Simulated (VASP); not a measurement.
# ZnS (F-43m) in VASP: a series of runs

ZnS is run at these levels: LDA, PBE, PBEsol, r2SCAN; tasks: single point.

All numbers are computed with VASP 6.6.1; they aren't measurements. Logs are shortened: lines on timing, memory, paths and dates and some standing lists are left out, and cuts for length are marked.

## Step 1: The cell of the first run

Symmetry: F-43m, No. 216, cubic system. The conventional cell has a = 5.356 Å, b = 5.356 Å, c = 5.356 Å, α = 90.00°, β = 90.00°, γ = 90.00°. Within 3.1 Å of Zn (site symmetry -43m) lie 4 S at 2.32 Å. S (site symmetry -43m) has 4 Zn at 2.32 Å within 3.1 Å.

## Step 2: Single point, LDA

INCAR reads:

```
SYSTEM = ZnS
PREC = Accurate
ENCUT = 500
EDIFF = 1E-6
ISMEAR = -1
SIGMA = 0.05
LREAL = .FALSE.
LASPH = .TRUE.
NELM = 120
ALGO = Normal
ISIF = 2
LWAVE = .FALSE.
LCHARG = .TRUE.
LELF = .TRUE.
LVHAR = .TRUE.
NBANDS = 16
GGA_COMPAT = .FALSE.
```

KPOINTS reads:

```
Automatic mesh
0
G
  8 8 8
  0 0 0
```

POSCAR reads:

```
ZnS
1.0
    0.0000000000      2.6781340000      2.6781340000
    2.6781340000      0.0000000000      2.6781340000
    2.6781340000      2.6781340000      0.0000000000
Zn S
1 1
Direct
    0.0000000000      0.0000000000      0.0000000000
    0.2500000000      0.2500000000      0.2500000000
```

Potentials or basis: VASP PAW LDA potentials, release 64 (Zn, S).

The run is started by

```console
$ cat potpaw_LDA.64/Zn/POTCAR potpaw_LDA.64/S/POTCAR > POTCAR
$ mpirun -np 1 vasp_std > vasp.out
```

OUTCAR:

```text
SYSTEM = ZnS
   PREC = Accurate
   ENCUT = 500
   EDIFF = 1E-6
   ISMEAR = -1
   LREAL = .FALSE.
   LASPH = .TRUE.
   NELM = 120
   ISIF = 2

 ion  position               nearest neighbor table
   1  0.000  0.000  0.000-   2 2.32   2 2.32   2 2.32   2 2.32
   2  0.250  0.250  0.250-   1 2.32   1 2.32   1 2.32   1 2.32

  LATTYP: Found a face centered cubic cell.
 ALAT       =     5.3562680000

  Lattice vectors:

 A1 = (   0.0000000000,   2.6781340000,   2.6781340000)
 A2 = (   2.6781340000,   0.0000000000,   2.6781340000)
 A3 = (   2.6781340000,   2.6781340000,   0.0000000000)

Analysis of symmetry for initial positions (statically):
=====================================================================
 Subroutine PRICEL returns:
 Original cell was already a primitive cell.

 Routine SETGRP: Setting up the symmetry group for a
 face centered cubic supercell.

 Subroutine GETGRP returns: Found 24 space group operations
 (whereof 24 operations were pure point group operations)
 out of a pool of 48 trial point group operations.

The static configuration has the point symmetry T_d .

Analysis of symmetry for dynamics (positions and initial velocities):
=====================================================================
 Subroutine PRICEL returns:
 Original cell was already a primitive cell.

 Routine SETGRP: Setting up the symmetry group for a
 face centered cubic supercell.

 Subroutine GETGRP returns: Found 24 space group operations
 (whereof 24 operations were pure point group operations)
 out of a pool of 48 trial point group operations.

The dynamic configuration has the point symmetry T_d .

 Subroutine INISYM returns: Found 24 space group operations
 (whereof 24 operations are pure point group operations),
 and found     1 'primitive' translations

----------------------------------------------------------------------------------------

                                     Primitive cell

  volume of cell :      38.4173

  direct lattice vectors                    reciprocal lattice vectors
     0.000000000  2.678134000  2.678134000    -0.186697156  0.186697156  0.186697156
     2.678134000  0.000000000  2.678134000     0.186697156 -0.186697156  0.186697156
     2.678134000  2.678134000  0.000000000     0.186697156  0.186697156 -0.186697156

  length of vectors
     3.787453425  3.787453425  3.787453425     0.323368959  0.323368959  0.323368959

  position of ions in fractional coordinates (direct lattice)
     0.000000000  0.000000000  0.000000000
     0.250000000  0.250000000  0.250000000

  ion indices of the primitive-cell ions
   primitive index   ion index
                 1           1
                 2           2

----------------------------------------------------------------------------------------

 KPOINTS: Automatic mesh

Automatic generation of k-mesh.
 Grid dimensions read from file:
 generate k-points for:    8    8    8

 Generating k-lattice:

  Cartesian coordinates                     Fractional coordinates (reciprocal lattice)
    -0.023337144  0.023337144  0.023337144     0.125000000  0.000000000  0.000000000
     0.023337144 -0.023337144  0.023337144     0.000000000  0.125000000  0.000000000
     0.023337144  0.023337144 -0.023337144     0.000000000  0.000000000  0.125000000

  Length of vectors
     0.040421120  0.040421120  0.040421120

  Shift w.r.t. Gamma in fractional coordinates (k-lattice)
     0.000000000  0.000000000  0.000000000

 Subroutine IBZKPT returns following result:
 ===========================================

 Found     29 irreducible k-points:

 Following reciprocal coordinates:
            Coordinates               Weight
  0.000000  0.000000  0.000000      1.000000
  0.125000  0.000000  0.000000      8.000000
  0.250000  0.000000  0.000000      8.000000
  0.375000  0.000000  0.000000      8.000000
  0.500000  0.000000  0.000000      4.000000
  0.125000  0.125000  0.000000      6.000000
[... 16 lines left out ...]
  0.500000  0.250000  0.125000     48.000000
 -0.375000  0.250000  0.125000     24.000000
 [... further k-points ...]
   k-points           NKPTS =     29   k-points in BZ     NKDIM =     29   number of bands    NBANDS=     16
   number of dos      NEDOS =    301   number of ions     NIONS =      2
   total plane-waves  NPLWV =  21952
   dimension x,y,z NGX =    28 NGY =   28 NGZ =   28
   dimension x,y,z NGXF=    56 NGYF=   56 NGZF=   56
   ions per type =               1   1
   NGX,Y,Z   is equivalent  to a cutoff of  12.29, 12.29, 12.29 a.u.
   NGXF,Y,Z  is equivalent  to a cutoff of  24.58, 24.58, 24.58 a.u.
 SYSTEM =  ZnS
   PREC   = accura    normal or accurate (medium, high low for compatibility)
   ISTART =      0    job   : 0-new  1-cont  2-samecut
   ICHARG =      2    charge: 1-file 2-atom 10-const
   ISPIN  =      1    spin polarized calculation?
   LNONCOLLINEAR =      F non collinear calculations
   LSORBIT =      F    spin-orbit coupling
   LASPH  =      T    aspherical Exc in radial PAW
   ENCUT  =  500.0 eV  36.75 Ry    6.06 a.u.   6.91  6.91  6.91*2*pi/ulx,y,z
   NELM   =    120;   NELMIN=  2; NELMDL= -5     # of ELM steps
   EDIFF  = 0.1E-05   stopping-criterion for ELM
   LREAL  =      F    real-space projection
   EDIFFG = 0.1E-04   stopping-criterion for IOM
   NSW    =      0    number of steps for IOM
   IBRION =     -1    ionic relax: 0-MD 1-quasi-New 2-CG
   NFREE  =      0    steps in history (QN), initial steepest desc. (CG)
   ISIF   =      2    stress and relaxation
   ISYM   =      2    0-nonsym 1-usesym 2-fastsym
   POTIM  = 0.5000    time-step for ionic-motion
   TEBEG  =    0.0;   TEEND  =   0.0 temperature during run
   PSTRESS=    0.0 pullay stress
   NELECT =      18.0000    total number of electrons
   NUPDOWN=      -1.0000    fix difference up-down
   EMIN   =  10.00;   EMAX   =-10.00  energy-range for DOS
   EFERMI =   0.00;   METHOD = LEGACY
   ISMEAR =    -1;   SIGMA  =   0.05  broadening in eV -4-tet -1-fermi 0-gaus
   EFERMI_NEDOS =   21; number of points for ismear=-14 and -15
   IALGO  =     38    algorithm
   IMIX   =      4    mixing-type and parameters
     AMIX     =   0.40;   BMIX     =  1.00
     AMIX_MAG =   1.60;   BMIX_MAG =  1.00
  volume/ion in A,a.u.               =      19.21       129.63
  Fermi-wavevector in a.u.,A,eV,Ry     =   1.271520  2.402825 21.997415  1.616764
  Thomas-Fermi vector in A             =   2.404449
   LORBIT       =      0    0 simple, 1 ext, 2 COOP (PROOUT), +10 PAW based schemes
   GGA     = CA    functional components
   LHFCALC =     F    Hartree Fock is set to
   AEXX    =    0.0000 exact exchange contribution
   IVDW    =     0    specifies the selected vdW correction
   LEPSILON=     F    determine dielectric tensor
   LRPA    =     F    only Hartree local field effects (RPA)
 non-spin polarized calculation
  energy-cutoff  :      500.00
  volume of cell :       38.42
 maximum number of plane-waves:       992
   NGX = 13   NGY = 13   NGZ = 13

 number of electron      18.0000016 magnetization

 Free energy of the ion-electron system (eV)
  ---------------------------------------------------
  ext. energy  EPLUGINS =         0.00000000
  ---------------------------------------------------
  free energy    TOTEN  =        -8.19858870 eV

  energy without entropy =       -8.19858870  energy(sigma->0) =       -8.19858870

 E-fermi :   3.1923     XC(G=0): -10.1611

 val. band max:        2.1806810415   @ k =   0.0000   0.0000   0.0000
 cond. band min:       4.1883375765   @ k =   0.0000   0.0000   0.0000
 fundamental gap:      2.0076565350
 Fermi energy:         3.1922962167

 k-point     1 :       0.0000    0.0000    0.0000
  band No.  band energies     occupation
      1     -11.1176      2.00000
      2      -4.4262      2.00000
      3      -4.4262      2.00000
      4      -4.4262      2.00000
      5      -3.9137      2.00000
      6      -3.9137      2.00000
[... 8 lines left out ...]
     15      13.9671      0.00000
     16      13.9671      0.00000

 k-point     2 :       0.1250    0.0000    0.0000
  band No.  band energies     occupation
      1     -10.9927      2.00000
      2      -4.4269      2.00000
      3      -4.4043      2.00000
      4      -4.4043      2.00000
      5      -3.9157      2.00000
      6      -3.9157      2.00000
[... 8 lines left out ...]
     15      13.3139      0.00000
     16      14.6476      0.00000

 k-point     3 :       0.2500    0.0000    0.0000
  band No.  band energies     occupation
      1     -10.6647      2.00000
      2      -4.3830      2.00000
      3      -4.3567      2.00000
      4      -4.3567      2.00000
      5      -3.9125      2.00000
      6      -3.9125      2.00000
[... 8 lines left out ...]
     15      13.0948      0.00000
     16      14.1551      0.00000

 k-point     4 :       0.3750    0.0000    0.0000
  band No.  band energies     occupation
      1     -10.2890      2.00000
      2      -4.3195      2.00000
      3      -4.3195      2.00000
      4      -4.1620      2.00000
      5      -3.8945      2.00000
      6      -3.8945      2.00000
[... 8 lines left out ...]
     15      14.2410      0.00000
     16      14.2410      0.00000
[... 324 lines left out ...]
 k-point    22 :       0.3750    0.2500    0.1250
  band No.  band energies     occupation
      1     -10.4068      2.00000
      2      -4.4096      2.00000
      3      -4.2905      2.00000
      4      -4.2623      2.00000
      5      -3.9386      2.00000
      6      -3.8732      2.00000
[... 8 lines left out ...]
     15      14.9792      0.00000
     16      17.2143      0.00000

 k-point    23 :       0.5000    0.2500    0.1250
  band No.  band energies     occupation
      1     -10.0920      2.00000
      2      -4.3148      2.00000
      3      -4.2597      2.00000
      4      -4.1172      2.00000
      5      -3.8958      2.00000
      6      -3.8350      2.00000
[... 8 lines left out ...]
     15      15.9156      0.00000
     16      16.5420      0.00000

 k-point    24 :      -0.3750    0.2500    0.1250
  band No.  band energies     occupation
      1      -9.9501      2.00000
      2      -4.2978      2.00000
      3      -4.2363      2.00000
      4      -3.9747      2.00000
      5      -3.9006      2.00000
      6      -3.6197      2.00000
[... 8 lines left out ...]
     15      15.5944      0.00000
     16      16.4840      0.00000

 [... further k-points ...]

------------------------ aborting loop because EDIFF is reached ----------------------------------------

  FORCE on cell =-STRESS in cart. coord.  units (eV):
  Direction    XX          YY          ZZ          XY          YZ          ZX
  --------------------------------------------------------------------------------------
  -------------------------------------------------------------------------------------
  Total       -0.5966895     -0.5966895     -0.5966895      0.0000000      0.0000000     -0.0000000
  in kB      -24.8846796    -24.8846796    -24.8846796      0.0000000      0.0000000     -0.0000000
  external PRESSURE =     -24.8846796 kB  Pullay stress =       0.0000000 kB

 VOLUME and BASIS-vectors are now :
 -----------------------------------------------------------------------------
  energy-cutoff  :      500.00
  volume of cell :       38.42
      direct lattice vectors                 reciprocal lattice vectors
     0.000000000  2.678134000  2.678134000    -0.186697156  0.186697156  0.186697156
     2.678134000  0.000000000  2.678134000     0.186697156 -0.186697156  0.186697156
     2.678134000  2.678134000  0.000000000     0.186697156  0.186697156 -0.186697156

 POSITION                                       TOTAL-FORCE (eV/Angst)
 -----------------------------------------------------------------------------------
      0.00000      0.00000      0.00000         0.000000      0.000000      0.000000
      1.33907      1.33907      1.33907        -0.000000     -0.000000     -0.000000
 -----------------------------------------------------------------------------------
    total drift:                                0.000001      0.000001      0.000001

  FREE ENERGIE OF THE ION-ELECTRON SYSTEM (eV)
  ---------------------------------------------------
  free  energy   TOTEN  =        -8.1985887003 eV

  energy  without entropy=       -8.1985887002  energy(sigma->0) =       -8.19858870
```

It took 11 s on 1 thread of AMD EPYC 7R13 (Zen 3), shared host; peak memory 0.11 GiB.

What came out:

| Item | Value |
| --- | --- |
| Free energy | -8.1986 eV |
| Pressure | -2.5 GPa |
| Band gap on the k mesh | 2.01 eV |

Levels at points of the mesh, in eV from the valence-band top:
```
           k point  band 7  band 8  band 9  band 10  band 11  band 12
(0.00, 0.00, 0.00)    0.00    0.00    0.00     2.01     6.24     6.24
(0.50, 0.00, 0.00)   -5.55   -0.92   -0.92     3.17     6.78     6.78
(0.50, 0.50, 0.00)   -4.77   -2.35   -2.35     3.13     3.90    10.91
```

## Step 3: Single point, PBE

INCAR reads:

```
PREC     = Accurate       # precision mode
ENCUT    = 500            # plane-wave cutoff, eV
EDIFF    = 1E-6           # SCF threshold, eV
ISMEAR   = -1             # smearing method
SIGMA    = 0.05           # smearing width, eV
LREAL    = F              # projectors in reciprocal space
LASPH    = T              # aspherical terms in the spheres
NELM     = 120            # most SCF steps
ALGO     = Normal         # electronic algorithm
ISIF     = 2              # what is computed and relaxed
LWAVE    = F              # write WAVECAR
LCHARG   = T              # write CHGCAR
GGA      = PE             # functional
LELF     = T              # ELF
LVHAR    = T            
NBANDS   = 16             # bands
GGA_COMPAT= F
```

KPOINTS reads:

```
regular mesh
0
Gamma
  8 8 8
```

POSCAR is that of step 2.

Potentials or basis: VASP PAW PBE potentials, release 64 (Zn, S).

The run is started by

```console
$ cat potpaw_PBE.64/Zn/POTCAR potpaw_PBE.64/S/POTCAR > POTCAR
$ mpirun -np 1 vasp_std > vasp.out
```

OUTCAR:

```text
PREC = Accurate
   ENCUT = 500
   EDIFF = 1E-6
   ISMEAR = -1
   LREAL = F
   LASPH = T
   NELM = 120
   ISIF = 2
   GGA = PE

 ion  position               nearest neighbor table
   1  0.000  0.000  0.000-   2 2.32   2 2.32   2 2.32   2 2.32
   2  0.250  0.250  0.250-   1 2.32   1 2.32   1 2.32   1 2.32

  LATTYP: Found a face centered cubic cell.
 ALAT       =     5.3562680000

  Lattice vectors:

 A1 = (   0.0000000000,   2.6781340000,   2.6781340000)
 A2 = (   2.6781340000,   0.0000000000,   2.6781340000)
 A3 = (   2.6781340000,   2.6781340000,   0.0000000000)

Analysis of symmetry for initial positions (statically):
=====================================================================
 Subroutine PRICEL returns:
 Original cell was already a primitive cell.

 Routine SETGRP: Setting up the symmetry group for a
 face centered cubic supercell.

 Subroutine GETGRP returns: Found 24 space group operations
 (whereof 24 operations were pure point group operations)
 out of a pool of 48 trial point group operations.

The static configuration has the point symmetry T_d .

Analysis of symmetry for dynamics (positions and initial velocities):
=====================================================================
 Subroutine PRICEL returns:
 Original cell was already a primitive cell.

 Routine SETGRP: Setting up the symmetry group for a
 face centered cubic supercell.

 Subroutine GETGRP returns: Found 24 space group operations
 (whereof 24 operations were pure point group operations)
 out of a pool of 48 trial point group operations.

The dynamic configuration has the point symmetry T_d .

 Subroutine INISYM returns: Found 24 space group operations
 (whereof 24 operations are pure point group operations),
 and found     1 'primitive' translations

[... 110 lines left out ...]
   EFERMI_NEDOS =   21; number of points for ismear=-14 and -15
   IALGO  =     38    algorithm
   IMIX   =      4    mixing-type and parameters
     AMIX     =   0.40;   BMIX     =  1.00
     AMIX_MAG =   1.60;   BMIX_MAG =  1.00
  volume/ion in A,a.u.               =      19.21       129.63
  Fermi-wavevector in a.u.,A,eV,Ry     =   1.271520  2.402825 21.997415  1.616764
  Thomas-Fermi vector in A             =   2.404449
   LORBIT       =      0    0 simple, 1 ext, 2 COOP (PROOUT), +10 PAW based schemes
   GGA     = PE    functional components
   LHFCALC =     F    Hartree Fock is set to
   AEXX    =    0.0000 exact exchange contribution
   IVDW    =     0    specifies the selected vdW correction
   LEPSILON=     F    determine dielectric tensor
   LRPA    =     F    only Hartree local field effects (RPA)
 non-spin polarized calculation
  energy-cutoff  :      500.00
  volume of cell :       38.42
 maximum number of plane-waves:       992
   NGX = 13   NGY = 13   NGZ = 13

 number of electron      18.0000016 magnetization

 Free energy of the ion-electron system (eV)
  ---------------------------------------------------
  ext. energy  EPLUGINS =         0.00000000
  ---------------------------------------------------
  free energy    TOTEN  =        -6.82841646 eV

  energy without entropy =       -6.82841646  energy(sigma->0) =       -6.82841646

 E-fermi :   3.4004     XC(G=0):  -9.7562

 val. band max:        2.3591834457   @ k =   0.0000   0.0000   0.0000
 cond. band min:       4.5910251168   @ k =   0.0000   0.0000   0.0000
 fundamental gap:      2.2318416711
 Fermi energy:         3.4003565912

 k-point     1 :       0.0000    0.0000    0.0000
  band No.  band energies     occupation
      1     -10.9706      2.00000
      2      -4.0899      2.00000
      3      -4.0899      2.00000
      4      -4.0899      2.00000
      5      -3.5595      2.00000
      6      -3.5595      2.00000
[... 433 lines left out ...]
      3      -3.8957      2.00000
      4      -3.6227      2.00000
      5      -3.5469      2.00000
      6      -3.2766      2.00000
[... 8 lines left out ...]
     15      15.9233      0.00000
     16      16.7448      0.00000

 [... further k-points ...]

------------------------ aborting loop because EDIFF is reached ----------------------------------------

  FORCE on cell =-STRESS in cart. coord.  units (eV):
  Direction    XX          YY          ZZ          XY          YZ          ZX
  --------------------------------------------------------------------------------------
  -------------------------------------------------------------------------------------
  Total        0.9435531      0.9435531      0.9435531      0.0000000      0.0000000      0.0000000
  in kB       39.3504773     39.3504773     39.3504773      0.0000000      0.0000000      0.0000000
  external PRESSURE =      39.3504773 kB  Pullay stress =       0.0000000 kB

 VOLUME and BASIS-vectors are now :
 -----------------------------------------------------------------------------
  energy-cutoff  :      500.00
  volume of cell :       38.42
      direct lattice vectors                 reciprocal lattice vectors
     0.000000000  2.678134000  2.678134000    -0.186697156  0.186697156  0.186697156
     2.678134000  0.000000000  2.678134000     0.186697156 -0.186697156  0.186697156
     2.678134000  2.678134000  0.000000000     0.186697156  0.186697156 -0.186697156

 POSITION                                       TOTAL-FORCE (eV/Angst)
 -----------------------------------------------------------------------------------
      0.00000      0.00000      0.00000         0.000000      0.000000     -0.000000
      1.33907      1.33907      1.33907        -0.000000     -0.000000      0.000000
 -----------------------------------------------------------------------------------
    total drift:                                0.000001      0.000001      0.000001

  FREE ENERGIE OF THE ION-ELECTRON SYSTEM (eV)
  ---------------------------------------------------
  free  energy   TOTEN  =        -6.8284164607 eV

  energy  without entropy=       -6.8284164607  energy(sigma->0) =       -6.82841646
```

stdout:

```text
POSCAR found type information on POSCAR ZnS
 POSCAR found :  2 types and       2 ions
 scaLAPACK will be used
 LDA part: xc-table for (Slater+PW92), standard interpolation
 POSCAR, INCAR and KPOINTS ok, starting setup
 FFT: planning ... GRIDC
 FFT: planning ... GRID_SOFT
 FFT: planning ... GRID
 WAVECAR not read
 entering main loop
```

It took 13 s on 1 thread of AMD EPYC 7R13 (Zen 3), shared host; peak memory 0.13 GiB.

Results:

```yaml
Free_energy: -6.8284 eV
Pressure: 3.9 GPa
Band_gap_on_the_k_mesh: 2.23 eV
```

Caveat: the cell stands under pressure.

(Part 1 of 2 ends here.)
